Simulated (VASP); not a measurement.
Write the native input for VASP 6.6.1 that does the following.

```
Task                   : single point
Functional             : LDA
Potentials or basis    : VASP PAW LDA potentials, release 64 (Pb_d, Se)
Cutoff                 : 400 eV
k mesh                 : 3 × 3 × 1
Occupations            : fermi-dirac, width 0.1 eV
Spin                   : no spin polarisation
Dipole correction      : yes
Further INCAR settings : ALGO = Normal; EDIFF = 1e-06; NBANDS = 28; NELMDL = -8
```

The structure of PbSe (Clausthalite) lies in POSCAR:

```
PbSe
1.0
    4.3284130000      0.0000000000      0.0000000000
    0.0000000000      4.3284130000      0.0000000000
    0.0000000000      0.0000000000      9.0606501841
Pb Se
2 2
Direct
    0.0000000000      0.0000000000      0.3311020665
    0.5000000000      0.5000000000      0.6688979335
    0.5000000000      0.5000000000      0.3311020665
    0.0000000000      0.0000000000      0.6688979335
```

One way to write it, as run:

INCAR

```
SYSTEM = PbSe
PREC = Accurate ; ENCUT = 400
EDIFF = 1E-6 ; ISMEAR = -1
SIGMA = 0.1 ; LREAL = .False.
LASPH = .True. ; NELM = 120
ALGO = Normal ; ISIF = 2
LWAVE = .False. ; LCHARG = .False.
LDIPOL = .True. ; IDIPOL = 3
DIPOL = 0.5 0.5 0.500 ; GGA = CA
NBANDS = 28 ; GGA_COMPAT = .False.
NELMDL = -8
```

KPOINTS

```
Automatic mesh
0
Gamma
  3 3 1
  0 0 0
```

Potentials or basis: VASP PAW LDA potentials, release 64 (Pb_d, Se).

Run with:

```sh
$ cat potpaw_LDA.64/Pb_d/POTCAR potpaw_LDA.64/Se/POTCAR > POTCAR
$ mpirun -np 1 vasp_std > vasp.out
```

Results of the run:

```json
{"Largest force": "0.723 eV/Å", "Band gap on the k mesh": "2.13 eV, direct"}
```

Caveat: the k points lie up to 0.48 Å⁻¹ apart; spin-orbit coupling is left out, which moves the levels of the heavy elements.

It took 8.1 s on 1 thread of AMD EPYC 9R14 (Zen 4), with other jobs on the host, peak memory 0.14 GiB.
